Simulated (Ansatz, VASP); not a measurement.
# Sr in VASP and in Ansatz

```
Sr
1.0
     4.80960    0.00000    0.00000
     0.00000    4.80960    0.00000
     0.00000    0.00000    4.88174
Sr
2
Cartesian
  0.0000 0.0000 0.0000
  2.4048 2.4048 2.4409
```

Change from the starting cell: strain along c alone, the other axes held, atoms relaxed: +1.5 %.

Alike in both runs: task single point; functional r2SCAN; k mesh 10 × 10 × 10; occupations gaussian, width 0.1 eV; no spin polarisation.

```csv
,VASP,Ansatz
version,VASP 6.6.1,Ansatz 0.2.0
potentials or method,"VASP PAW PBE potentials, release 64 (Sr_sv), cutoff 520 eV","scalar-relativistic, plane waves, PAW"
valence electrons in the cell,20,20
```

|  | VASP | Ansatz | Ansatz less VASP |
| --- | --- | --- | --- |
| gap on the k mesh at the Fermi level (eV) | none | none | - |
| pressure (GPa) | -0.1 | -0.1 | -0.01 |

VASP's potentials were made for PBE, not for r2SCAN. A gap of «none» marks a metal or a gap that the smearing closes.
